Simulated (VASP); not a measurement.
# GaP (I-4m2) in VASP: notebook

GaP is run at these levels: PBE; tasks: single point.

Program: VASP 6.6.1. These are calculated values, not measurements. Logs are shortened: lines on timing, memory, paths and dates and some standing lists are left out, and cuts for length are marked.

## 1. The cell of the first run

Symmetry: I-4m2, No. 119, tetragonal system. The conventional cell has a = 4.008 Å, b = 4.008 Å, c = 5.450 Å, α = 90.00°, β = 90.00°, γ = 90.00°. Within 3.2 Å of Ga (site symmetry -4m2) lie 4 P at 2.42 Å. Within 3.2 Å of P (site symmetry -4m2) lie 4 Ga at 2.42 Å.

## 2. Single point, PBE (strain +0.040 along x and y, +0.000 along z)

INCAR reads:

```
SYSTEM = GaP
PREC = Accurate
ENCUT = 520
EDIFF = 1E-6
ISMEAR = 0
SIGMA = 0.05
LREAL = .False.
LASPH = .True.
NELM = 100
ALGO = Normal
ISIF = 2
LWAVE = .False.
LCHARG = .True.
GGA = PE
LELF = .True.
LVHAR = .True.
NBANDS = 16
```

KPOINTS reads:

```
regular mesh
0
Gamma
  8 8 8
  0 0 0
```

POSCAR reads:

```
GaP
1.0
    0.0000000000      2.8342600000      2.7252500000
    2.8342600000      0.0000000000      2.7252500000
    2.8342600000      2.8342600000      0.0000000000
Ga P
1 1
Direct
    0.0000000000      0.0000000000      0.0000000000
    0.7500000000      0.7500000000      0.7500000000
```

Potentials or basis: VASP PAW PBE potentials, release 64 (Ga_d, P).

Started as:

```bash
$ cat potpaw_PBE.64/Ga_d/POTCAR potpaw_PBE.64/P/POTCAR > POTCAR
$ mpirun -np 1 vasp_std > vasp.out
```

OUTCAR:

```text
SYSTEM = GaP
   PREC = Accurate
   ENCUT = 520
   EDIFF = 1E-6
   ISMEAR = 0
   LREAL = .False.
   LASPH = .True.
   NELM = 100
   ISIF = 2
   GGA = PE

 ion  position               nearest neighbor table
   1  0.000  0.000  0.000-   2 2.42   2 2.42   2 2.42   2 2.42
   2  0.750  0.750  0.750-   1 2.42   1 2.42   1 2.42   1 2.42

  LATTYP: Found a body centered tetragonal cell.
 ALAT       =     4.0082489313
 C/A-ratio  =     1.3598207331

  Lattice vectors:

 A1 = (   0.0000000000,  -2.8342600000,  -2.7252500000)
 A2 = (   0.0000000000,   2.8342600000,  -2.7252500000)
 A3 = (   2.8342600000,   0.0000000000,   2.7252500000)

Analysis of symmetry for initial positions (statically):
=====================================================================
 Subroutine PRICEL returns:
 Original cell was already a primitive cell.

 Routine SETGRP: Setting up the symmetry group for a
 body centered tetragonal supercell.

 Subroutine GETGRP returns: Found  8 space group operations
 (whereof  8 operations were pure point group operations)
 out of a pool of 16 trial point group operations.

The static configuration has the point symmetry D_2d.

Analysis of symmetry for dynamics (positions and initial velocities):
=====================================================================
 Subroutine PRICEL returns:
 Original cell was already a primitive cell.

 Routine SETGRP: Setting up the symmetry group for a
 body centered tetragonal supercell.

 Subroutine GETGRP returns: Found  8 space group operations
 (whereof  8 operations were pure point group operations)
 out of a pool of 16 trial point group operations.

The dynamic configuration has the point symmetry D_2d.

 Subroutine INISYM returns: Found  8 space group operations
 (whereof  8 operations are pure point group operations),
 and found     1 'primitive' translations

----------------------------------------------------------------------------------------

                                     Primitive cell

  volume of cell :      43.7840

  direct lattice vectors                    reciprocal lattice vectors
     0.000000000  2.834260000  2.725250000    -0.176412891  0.176412891  0.183469406
     2.834260000  0.000000000  2.725250000     0.176412891 -0.176412891  0.183469406
     2.834260000  2.834260000  0.000000000     0.176412891  0.176412891 -0.183469406

  length of vectors
     3.931922851  3.931922851  4.008248931     0.309683773  0.309683773  0.309683773

  position of ions in fractional coordinates (direct lattice)
     0.000000000  0.000000000  0.000000000
     0.750000000  0.750000000  0.750000000

  ion indices of the primitive-cell ions
   primitive index   ion index
                 1           1
                 2           2

----------------------------------------------------------------------------------------

 KPOINTS: regular mesh

Automatic generation of k-mesh.
 Grid dimensions read from file:
 generate k-points for:    8    8    8

 Generating k-lattice:

  Cartesian coordinates                     Fractional coordinates (reciprocal lattice)
    -0.022051611  0.022051611  0.022933676     0.125000000  0.000000000  0.000000000
     0.022051611 -0.022051611  0.022933676     0.000000000  0.125000000  0.000000000
     0.022051611  0.022051611 -0.022933676     0.000000000  0.000000000  0.125000000

  Length of vectors
     0.038710472  0.038710472  0.038710472

  Shift w.r.t. Gamma in fractional coordinates (k-lattice)
     0.000000000  0.000000000  0.000000000

 Subroutine IBZKPT returns following result:
 ===========================================

 Found     59 irreducible k-points:

 Following reciprocal coordinates:
            Coordinates               Weight
  0.000000  0.000000  0.000000      1.000000
  0.125000  0.000000  0.000000      8.000000
  0.250000  0.000000  0.000000      8.000000
  0.375000  0.000000  0.000000      8.000000
  0.500000  0.000000  0.000000      4.000000
  0.125000  0.125000  0.000000      2.000000
[... 16 lines left out ...]
  0.250000  0.000000  0.125000     16.000000
  0.375000  0.000000  0.125000     16.000000
 [... further k-points ...]
   k-points           NKPTS =     59   k-points in BZ     NKDIM =     59   number of bands    NBANDS=     16
   number of dos      NEDOS =    301   number of ions     NIONS =      2
   total plane-waves  NPLWV =  27000
   dimension x,y,z NGX =    30 NGY =   30 NGZ =   30
   dimension x,y,z NGXF=    60 NGYF=   60 NGZF=   60
   ions per type =               1   1
   NGX,Y,Z   is equivalent  to a cutoff of  12.68, 12.68, 12.44 a.u.
   NGXF,Y,Z  is equivalent  to a cutoff of  25.37, 25.37, 24.89 a.u.
 SYSTEM =  GaP
   PREC   = accura    normal or accurate (medium, high low for compatibility)
   ISTART =      0    job   : 0-new  1-cont  2-samecut
   ICHARG =      2    charge: 1-file 2-atom 10-const
   ISPIN  =      1    spin polarized calculation?
   LNONCOLLINEAR =      F non collinear calculations
   LSORBIT =      F    spin-orbit coupling
   LASPH  =      T    aspherical Exc in radial PAW
   ENCUT  =  520.0 eV  38.22 Ry    6.18 a.u.   7.31  7.31  7.45*2*pi/ulx,y,z
   NELM   =    100;   NELMIN=  2; NELMDL= -5     # of ELM steps
   EDIFF  = 0.1E-05   stopping-criterion for ELM
   LREAL  =      F    real-space projection
   EDIFFG = 0.1E-04   stopping-criterion for IOM
   NSW    =      0    number of steps for IOM
   IBRION =     -1    ionic relax: 0-MD 1-quasi-New 2-CG
   NFREE  =      0    steps in history (QN), initial steepest desc. (CG)
   ISIF   =      2    stress and relaxation
   ISYM   =      2    0-nonsym 1-usesym 2-fastsym
   POTIM  = 0.5000    time-step for ionic-motion
   TEBEG  =    0.0;   TEEND  =   0.0 temperature during run
   PSTRESS=    0.0 pullay stress
   NELECT =      18.0000    total number of electrons
   NUPDOWN=      -1.0000    fix difference up-down
   EMIN   =  10.00;   EMAX   =-10.00  energy-range for DOS
   EFERMI =   0.00;   METHOD = LEGACY
   ISMEAR =     0;   SIGMA  =   0.05  broadening in eV -4-tet -1-fermi 0-gaus
   EFERMI_NEDOS =   21; number of points for ismear=-14 and -15
   IALGO  =     38    algorithm
   IMIX   =      4    mixing-type and parameters
     AMIX     =   0.40;   BMIX     =  1.00
     AMIX_MAG =   1.60;   BMIX_MAG =  1.00
  volume/ion in A,a.u.               =      21.89       147.73
  Fermi-wavevector in a.u.,A,eV,Ry     =   1.217289  2.300343 20.161017  1.481793
  Thomas-Fermi vector in A             =   2.352615
   LORBIT       =      0    0 simple, 1 ext, 2 COOP (PROOUT), +10 PAW based schemes
   GGA     = PE    functional components
   LHFCALC =     F    Hartree Fock is set to
   AEXX    =    0.0000 exact exchange contribution
   IVDW    =     0    specifies the selected vdW correction
   LEPSILON=     F    determine dielectric tensor
   LRPA    =     F    only Hartree local field effects (RPA)
 non-spin polarized calculation
 Gauss-broadening in eV      SIGMA  =   0.05
  energy-cutoff  :      520.00
  volume of cell :       43.78
 maximum number of plane-waves:      1211
 NGX is ok and might be reduce to    30
   NGX = 15   NGY = 15   NGZ = 15

 number of electron      18.0000007 magnetization

 Free energy of the ion-electron system (eV)
  ---------------------------------------------------
  ext. energy  EPLUGINS =         0.00000000
  ---------------------------------------------------
  free energy    TOTEN  =        -9.09395200 eV

  energy without entropy =       -9.09395200  energy(sigma->0) =       -9.09395200

 E-fermi :   4.2501     XC(G=0):  -9.4819

 val. band max:        4.0146162658   @ k =   0.0000   0.0000   0.0000
 cond. band min:       5.0624542075   @ k =   0.0000   0.0000   0.0000
 fundamental gap:      1.0478379417
 Fermi energy:         4.2501482307

 k-point     1 :       0.0000    0.0000    0.0000
  band No.  band energies     occupation
      1     -10.5604      2.00000
      2     -10.5604      2.00000
      3     -10.5490      2.00000
      4     -10.4834      2.00000
      5     -10.4751      2.00000
      6      -8.0414      2.00000
[... 8 lines left out ...]
     15      13.2304      0.00000
     16      13.8660      0.00000

 k-point     2 :       0.1250    0.0000    0.0000
  band No.  band energies     occupation
      1     -10.5671      2.00000
      2     -10.5567      2.00000
      3     -10.5480      2.00000
      4     -10.4836      2.00000
      5     -10.4747      2.00000
      6      -7.8592      2.00000
[... 8 lines left out ...]
     15      13.0821      0.00000
     16      13.3404      0.00000

 k-point     3 :       0.2500    0.0000    0.0000
  band No.  band energies     occupation
      1     -10.5873      2.00000
      2     -10.5488      2.00000
      3     -10.5416      2.00000
      4     -10.4833      2.00000
      5     -10.4729      2.00000
      6      -7.3441      2.00000
[... 8 lines left out ...]
     15      12.8309      0.00000
     16      13.6840      0.00000

 k-point     4 :       0.3750    0.0000    0.0000
  band No.  band energies     occupation
      1     -10.6071      2.00000
      2     -10.5427      2.00000
      3     -10.5361      2.00000
      4     -10.4811      2.00000
      5     -10.4693      2.00000
      6      -6.6375      2.00000
[... 8 lines left out ...]
     15      13.9294      0.00000
     16      13.9659      0.00000
[... 324 lines left out ...]
 k-point    22 :       0.1250    0.0000    0.1250
  band No.  band energies     occupation
      1     -10.5758      2.00000
      2     -10.5528      2.00000
      3     -10.5427      2.00000
      4     -10.4832      2.00000
      5     -10.4755      2.00000
      6      -7.8039      2.00000
[... 8 lines left out ...]
     15      13.4792      0.00000
     16      13.9332      0.00000

 k-point    23 :       0.2500    0.0000    0.1250
  band No.  band energies     occupation
      1     -10.5916      2.00000
      2     -10.5453      2.00000
      3     -10.5368      2.00000
      4     -10.4841      2.00000
      5     -10.4744      2.00000
      6      -7.4024      2.00000
[... 8 lines left out ...]
     15      13.8046      0.00000
     16      14.6892      0.00000

 k-point    24 :       0.3750    0.0000    0.1250
  band No.  band energies     occupation
      1     -10.6078      2.00000
      2     -10.5397      2.00000
      3     -10.5319      2.00000
      4     -10.4828      2.00000
      5     -10.4720      2.00000
      6      -6.7438      2.00000
[... 8 lines left out ...]
     15      14.2910      0.00000
     16      14.7200      0.00000

 [... further k-points ...]

------------------------ aborting loop because EDIFF is reached ----------------------------------------

  FORCE on cell =-STRESS in cart. coord.  units (eV):
  Direction    XX          YY          ZZ          XY          YZ          ZX
  --------------------------------------------------------------------------------------
  -------------------------------------------------------------------------------------
  Total       -1.1619753     -1.1619753     -0.4419861      0.0000000      0.0000000      0.0000000
  in kB      -42.5198542    -42.5198542    -16.1734785      0.0000000      0.0000000      0.0000000
  external PRESSURE =     -33.7377290 kB  Pullay stress =       0.0000000 kB

 VOLUME and BASIS-vectors are now :
 -----------------------------------------------------------------------------
  energy-cutoff  :      520.00
  volume of cell :       43.78
      direct lattice vectors                 reciprocal lattice vectors
     0.000000000  2.834260000  2.725250000    -0.176412891  0.176412891  0.183469406
     2.834260000  0.000000000  2.725250000     0.176412891 -0.176412891  0.183469406
     2.834260000  2.834260000  0.000000000     0.176412891  0.176412891 -0.183469406

 POSITION                                       TOTAL-FORCE (eV/Angst)
 -----------------------------------------------------------------------------------
      0.00000      0.00000      0.00000         0.000000      0.000000      0.000000
      4.25139      4.25139      4.08788        -0.000000     -0.000000     -0.000000
 -----------------------------------------------------------------------------------
    total drift:                               -0.000002     -0.000002     -0.000001

  FREE ENERGIE OF THE ION-ELECTRON SYSTEM (eV)
  ---------------------------------------------------
  free  energy   TOTEN  =        -9.0939519973 eV

  energy  without entropy=       -9.0939519973  energy(sigma->0) =       -9.09395200
```

It took 47 s on 1 thread of Intel Xeon 8259CL, shared host; peak memory 0.19 GiB.

Results:

| Quantity | Value |
| --- | --- |
| Free energy | -9.0940 eV |
| Pressure | -3.4 GPa |
| Band gap on the k mesh | 1.05 eV |

Stress tensor (GPa, compression positive):
```
-4.25  0.00  0.00
 0.00 -4.25  0.00
 0.00  0.00 -1.62
```

Levels at points of the mesh, in eV from the valence-band top:
| k point | band 7 | band 8 | band 9 | band 10 | band 11 | band 12 |
| --- | --- | --- | --- | --- | --- | --- |
| (0.00, 0.00, 0.00) | -0.19 | -0.19 | 0.00 | 1.05 | 3.72 | 3.81 |
| (0.50, 0.00, 0.00) | -6.34 | -1.28 | -0.99 | 1.28 | 4.47 | 4.77 |
| (0.50, 0.50, 0.00) | -6.37 | -2.71 | -2.71 | 1.51 | 1.52 | 9.87 |
| (0.50, 0.00, 0.50) | -6.60 | -2.47 | -2.45 | 1.76 | 1.87 | 9.78 |

Caveat: the cell differs from its parent crystal (strain +0.040 along x and y, +0.000 along z); the cell stands under tension. A k mesh can miss the band edges.

(Continued in part 2 of 2.)
